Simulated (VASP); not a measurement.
# HfO2 (R-3m) in VASP: a series of runs

The runs below take HfO2 through single point, with PBEsol.

All numbers are computed with VASP 6.6.1; they aren't measurements. Logs are shortened: lines on timing, memory, paths and dates and some standing lists are left out, and cuts for length are marked.

**1. The cell of the first run**

The structure is trigonal, space group R-3m (No. 166). Conventional cell: a = 3.516 Å, b = 3.516 Å, c = 8.272 Å, α = 90.00°, β = 90.00°, γ = 120.00°. Within 2.7 Å of Hf (site symmetry -3m) lie 8 O at 2.07 to 2.14 Å. O (site symmetry 3m) has 4 Hf at 2.07 to 2.14 Å and 6 O at 2.45 Å within 2.7 Å.

**2. Single point, PBEsol**

INCAR

```
PREC     = Accurate       # precision mode
ENCUT    = 520            # plane-wave cutoff, eV
EDIFF    = 1E-6           # SCF threshold, eV
ISMEAR   = 0              # smearing method
SIGMA    = 0.05           # smearing width, eV
LREAL    = F              # projectors in reciprocal space
LASPH    = T              # aspherical terms in the spheres
NELM     = 80             # most SCF steps
ALGO     = Normal         # electronic algorithm
ISIF     = 2              # what is computed and relaxed
LWAVE    = F              # write WAVECAR
LCHARG   = T              # write CHGCAR
GGA      = PS             # functional
LELF     = T              # ELF
LVHAR    = T            
NBANDS   = 18             # bands
```

KPOINTS

```
Automatic mesh
0
Gamma
  8 8 8
```

POSCAR

```
HfO2
1.0
   -0.0652987461      2.4206941261      2.4206941261
    2.4206941261     -0.0652987461      2.4206941261
    2.4206941261      2.4206941261     -0.0652987461
Hf O
1 2
Direct
    0.0000000000      0.0000000000      0.0000000000
    0.2500000000      0.2500000000      0.2500000000
    0.7500000000      0.7500000000      0.7500000000
```

Potentials or basis: VASP PAW PBE potentials, release 64 (Hf_pv, O).

Launch:

```console
$ cat potpaw_PBE.64/Hf_pv/POTCAR potpaw_PBE.64/O/POTCAR > POTCAR
$ mpirun -np 1 vasp_std > vasp.out
```

OUTCAR:

```text
PREC = Accurate
   ENCUT = 520
   EDIFF = 1E-6
   ISMEAR = 0
   LREAL = F
   LASPH = T
   NELM = 80
   ISIF = 2
   GGA = PS

 ion  position               nearest neighbor table
   1  0.000  0.000  0.000-   2 2.07   3 2.07   3 2.14   3 2.14   3 2.14   2 2.14   2 2.14   2 2.14

   2  0.250  0.250  0.250-   1 2.07   1 2.14   1 2.14   1 2.14
   3  0.750  0.750  0.750-   1 2.07   1 2.14   1 2.14   1 2.14

  LATTYP: Found a trigonal (rhomboedric) cell.
 ALAT       =     3.4240011727
 COS(alpha) =     0.4728527458

  Lattice vectors:

 A1 = (  -0.0652987461,   2.4206941261,   2.4206941261)
 A2 = (   2.4206941261,  -0.0652987461,   2.4206941261)
 A3 = (   2.4206941261,   2.4206941261,  -0.0652987461)

Analysis of symmetry for initial positions (statically):
=====================================================================
 Subroutine PRICEL returns:
 Original cell was already a primitive cell.

 Routine SETGRP: Setting up the symmetry group for a
 trigonal (rhombohedral) supercell.

 Subroutine GETGRP returns: Found 12 space group operations
 (whereof 12 operations were pure point group operations)
 out of a pool of 12 trial point group operations.

The static configuration has the point symmetry D_3d.

Analysis of symmetry for dynamics (positions and initial velocities):
=====================================================================
 Subroutine PRICEL returns:
 Original cell was already a primitive cell.

 Routine SETGRP: Setting up the symmetry group for a
 trigonal (rhombohedral) supercell.

 Subroutine GETGRP returns: Found 12 space group operations
 (whereof 12 operations were pure point group operations)
 out of a pool of 12 trial point group operations.

The dynamic configuration has the point symmetry D_3d.

 Subroutine INISYM returns: Found 12 space group operations
 (whereof 12 operations are pure point group operations),
 and found     1 'primitive' translations

----------------------------------------------------------------------------------------

                                     Primitive cell

  volume of cell :      29.5170

  direct lattice vectors                    reciprocal lattice vectors
    -0.065298746  2.420694126  2.420694126    -0.198377075  0.203876693  0.203876693
     2.420694126 -0.065298746  2.420694126     0.203876693 -0.198377075  0.203876693
     2.420694126  2.420694126 -0.065298746     0.203876693  0.203876693 -0.198377075

  length of vectors
     3.424001173  3.424001173  3.424001173     0.349978393  0.349978393  0.349978393

  position of ions in fractional coordinates (direct lattice)
     0.000000000  0.000000000  0.000000000
     0.250000000  0.250000000  0.250000000
     0.750000000  0.750000000  0.750000000

  ion indices of the primitive-cell ions
   primitive index   ion index
                 1           1
                 2           2
                 3           3

----------------------------------------------------------------------------------------

 KPOINTS: Automatic mesh

Automatic generation of k-mesh.
 Grid dimensions read from file:
 generate k-points for:    8    8    8

 Generating k-lattice:

  Cartesian coordinates                     Fractional coordinates (reciprocal lattice)
    -0.024797134  0.025484587  0.025484587     0.125000000  0.000000000 -0.000000000
     0.025484587 -0.024797134  0.025484587     0.000000000  0.125000000 -0.000000000
     0.025484587  0.025484587 -0.024797134     0.000000000  0.000000000  0.125000000

  Length of vectors
     0.043747299  0.043747299  0.043747299

  Shift w.r.t. Gamma in fractional coordinates (k-lattice)
     0.000000000  0.000000000  0.000000000

 Subroutine IBZKPT returns following result:
 ===========================================

 Found     65 irreducible k-points:

 Following reciprocal coordinates:
            Coordinates               Weight
  0.000000  0.000000  0.000000      1.000000
  0.125000  0.000000  0.000000      6.000000
  0.250000  0.000000  0.000000      6.000000
  0.375000  0.000000 -0.000000      6.000000
  0.500000  0.000000  0.000000      3.000000
  0.125000  0.125000  0.000000      6.000000
[... 16 lines left out ...]
  0.250000  0.125000  0.125000      6.000000
  0.375000  0.125000  0.125000      6.000000
 [... further k-points ...]
   k-points           NKPTS =     65   k-points in BZ     NKDIM =     65   number of bands    NBANDS=     18
   number of dos      NEDOS =    301   number of ions     NIONS =      3
   total plane-waves  NPLWV =  21952
   dimension x,y,z NGX =    28 NGY =   28 NGZ =   28
   dimension x,y,z NGXF=    56 NGYF=   56 NGZF=   56
   ions per type =               1   2
   NGX,Y,Z   is equivalent  to a cutoff of  13.59, 13.59, 13.59 a.u.
   NGXF,Y,Z  is equivalent  to a cutoff of  27.19, 27.19, 27.19 a.u.
 SYSTEM =  unknown system
   PREC   = accura    normal or accurate (medium, high low for compatibility)
   ISTART =      0    job   : 0-new  1-cont  2-samecut
   ICHARG =      2    charge: 1-file 2-atom 10-const
   ISPIN  =      1    spin polarized calculation?
   LNONCOLLINEAR =      F non collinear calculations
   LSORBIT =      F    spin-orbit coupling
   LASPH  =      T    aspherical Exc in radial PAW
   ENCUT  =  520.0 eV  38.22 Ry    6.18 a.u.   6.37  6.37  6.37*2*pi/ulx,y,z
   NELM   =     80;   NELMIN=  2; NELMDL= -5     # of ELM steps
   EDIFF  = 0.1E-05   stopping-criterion for ELM
   LREAL  =      F    real-space projection
   EDIFFG = 0.1E-04   stopping-criterion for IOM
   NSW    =      0    number of steps for IOM
   IBRION =     -1    ionic relax: 0-MD 1-quasi-New 2-CG
   NFREE  =      0    steps in history (QN), initial steepest desc. (CG)
   ISIF   =      2    stress and relaxation
   ISYM   =      2    0-nonsym 1-usesym 2-fastsym
   POTIM  = 0.5000    time-step for ionic-motion
   TEBEG  =    0.0;   TEEND  =   0.0 temperature during run
   PSTRESS=    0.0 pullay stress
   NELECT =      22.0000    total number of electrons
   NUPDOWN=      -1.0000    fix difference up-down
   EMIN   =  10.00;   EMAX   =-10.00  energy-range for DOS
   EFERMI =   0.00;   METHOD = LEGACY
   ISMEAR =     0;   SIGMA  =   0.05  broadening in eV -4-tet -1-fermi 0-gaus
   EFERMI_NEDOS =   21; number of points for ismear=-14 and -15
   IALGO  =     38    algorithm
   IMIX   =      4    mixing-type and parameters
     AMIX     =   0.40;   BMIX     =  1.00
     AMIX_MAG =   1.60;   BMIX_MAG =  1.00
  volume/ion in A,a.u.               =       9.84        66.40
  Fermi-wavevector in a.u.,A,eV,Ry     =   1.484311  2.804942 29.976083  2.203180
  Thomas-Fermi vector in A             =   2.597864
   LORBIT       =      0    0 simple, 1 ext, 2 COOP (PROOUT), +10 PAW based schemes
   GGA     = PS    functional components
   LHFCALC =     F    Hartree Fock is set to
   AEXX    =    0.0000 exact exchange contribution
   IVDW    =     0    specifies the selected vdW correction
   LEPSILON=     F    determine dielectric tensor
   LRPA    =     F    only Hartree local field effects (RPA)
 non-spin polarized calculation
 Gauss-broadening in eV      SIGMA  =   0.05
  energy-cutoff  :      520.00
  volume of cell :       29.52
 maximum number of plane-waves:       827
 NGX is ok and might be reduce to    28
   NGX = 13   NGY = 13   NGZ = 13

 number of electron      22.0000003 magnetization

 Free energy of the ion-electron system (eV)
  ---------------------------------------------------
  ext. energy  EPLUGINS =         0.00000000
  ---------------------------------------------------
  free energy    TOTEN  =       -31.46514263 eV

  energy without entropy =      -31.46514263  energy(sigma->0) =      -31.46514263

 E-fermi :   5.2905     XC(G=0): -12.6405

 val. band max:        5.0025825036   @ k =   0.5000   0.5000   0.0000
 cond. band min:       8.9445921535   @ k =   0.5000   0.5000   0.0000
 fundamental gap:      3.9420096500
 Fermi energy:         5.2905196294

 k-point     1 :       0.0000    0.0000    0.0000
  band No.  band energies     occupation
      1     -24.1822      2.00000
      2     -24.1768      2.00000
      3     -24.1768      2.00000
      4     -14.3276      2.00000
      5     -10.6973      2.00000
      6      -1.0745      2.00000
[... 10 lines left out ...]
     17      17.0914      0.00000
     18      19.1181      0.00000

 k-point     2 :       0.1250    0.0000    0.0000
  band No.  band energies     occupation
      1     -24.2878      2.00000
      2     -24.1925      2.00000
      3     -24.1861      2.00000
      4     -14.0651      2.00000
      5     -10.9086      2.00000
      6      -0.9098      2.00000
[... 10 lines left out ...]
     17      16.6732      0.00000
     18      19.0880      0.00000

 k-point     3 :       0.2500    0.0000    0.0000
  band No.  band energies     occupation
      1     -24.5372      2.00000
      2     -24.2197      2.00000
      3     -24.2085      2.00000
      4     -13.4687      2.00000
      5     -11.2996      2.00000
      6      -0.5047      2.00000
[... 10 lines left out ...]
     17      16.0870      0.00000
     18      18.5974      0.00000

 k-point     4 :       0.3750    0.0000   -0.0000
  band No.  band energies     occupation
      1     -24.7677      2.00000
      2     -24.2465      2.00000
      3     -24.2307      2.00000
      4     -13.0241      2.00000
      5     -11.4338      2.00000
      6      -0.1072      2.00000
[... 375 lines left out ...]
      4     -14.0171      2.00000
      5     -10.9566      2.00000
      6      -0.8815      2.00000
[... 10 lines left out ...]
     17      16.3894      0.00000
     18      19.1007      0.00000

 k-point    23 :       0.2500    0.1250    0.1250
  band No.  band energies     occupation
      1     -24.4500      2.00000
      2     -24.2378      2.00000
      3     -24.1955      2.00000
      4     -13.6082      2.00000
      5     -11.2491      2.00000
      6      -0.6725      2.00000
[... 10 lines left out ...]
     17      16.0688      0.00000
     18      19.0273      0.00000

 k-point    24 :       0.3750    0.1250    0.1250
  band No.  band energies     occupation
      1     -24.6559      2.00000
      2     -24.2984      2.00000
      3     -24.2179      2.00000
      4     -13.0125      2.00000
      5     -11.5681      2.00000
      6      -0.3940      2.00000
[... 10 lines left out ...]
     17      16.2330      0.00000
     18      18.6054      0.00000

 [... further k-points ...]
[... 5 lines left out ...]
  --------------------------------------------------------------------------------------
  -------------------------------------------------------------------------------------
  Total        4.1495738      4.1495738      4.1495738      0.8513814      0.8513814      0.8513814
  in kB      225.2381016    225.2381016    225.2381016     46.2128279     46.2128279     46.2128279
  external PRESSURE =     225.2381016 kB  Pullay stress =       0.0000000 kB

 VOLUME and BASIS-vectors are now :
 -----------------------------------------------------------------------------
  energy-cutoff  :      520.00
  volume of cell :       29.52
      direct lattice vectors                 reciprocal lattice vectors
    -0.065298746  2.420694126  2.420694126    -0.198377075  0.203876693  0.203876693
     2.420694126 -0.065298746  2.420694126     0.203876693 -0.198377075  0.203876693
     2.420694126  2.420694126 -0.065298746     0.203876693  0.203876693 -0.198377075

 POSITION                                       TOTAL-FORCE (eV/Angst)
 -----------------------------------------------------------------------------------
      0.00000      0.00000      0.00000         0.000000      0.000000      0.000000
      1.19402      1.19402      1.19402         0.380971      0.380971      0.380971
      3.58207      3.58207      3.58207        -0.380971     -0.380971     -0.380971
 -----------------------------------------------------------------------------------
    total drift:                                0.000000      0.000000      0.000000

  FREE ENERGIE OF THE ION-ELECTRON SYSTEM (eV)
  ---------------------------------------------------
  free  energy   TOTEN  =       -31.4651426289 eV

  energy  without entropy=      -31.4651426289  energy(sigma->0) =      -31.46514263
```

Wall time 19 s (1 thread of Intel Xeon 6975P-C (Granite Rapids), shared host); peak memory 0.18 GiB.

What came out:

* Free energy: -31.4651 eV
* Pressure: 22.5 GPa
* Largest force: 0.660 eV/Å
* Band gap on the k mesh: 3.94 eV, direct

Forces in eV/Å, atoms in the order of the input:
```
Hf   0.000  0.000  0.000
O    0.381  0.381  0.381
O   -0.381 -0.381 -0.381
```

Levels at points of the mesh, in eV from the valence-band top:
```
           k point  band 7  band 8  band 9  band 10  band 11  band 12  band 13  band 14  band 15  band 16
(0.00, 0.00, 0.00)   -6.08   -5.98   -0.67    -0.66    -0.66     4.01     4.01     6.44    11.54    11.54
(0.50, 0.00, 0.00)   -4.89   -3.19   -3.03    -2.03    -1.84     4.72     5.01     7.77     9.19    10.29
(0.50, 0.50, 0.00)   -3.82   -3.58   -1.92    -1.54     0.00     3.94     5.98     7.45     8.75     9.43
(0.50, 0.50, 0.50)   -4.85   -3.40   -2.88    -2.01    -2.01     4.99     4.99     8.41     9.12    10.23
```

Caveat: the PAW data sets were made with another functional, which shifts forces and pressure a little; spin-orbit coupling is left out, which moves the levels of the heavy elements. PBEsol gaps usually lie below the measured ones, often by a third to a half.

[end of part 1 of 2]
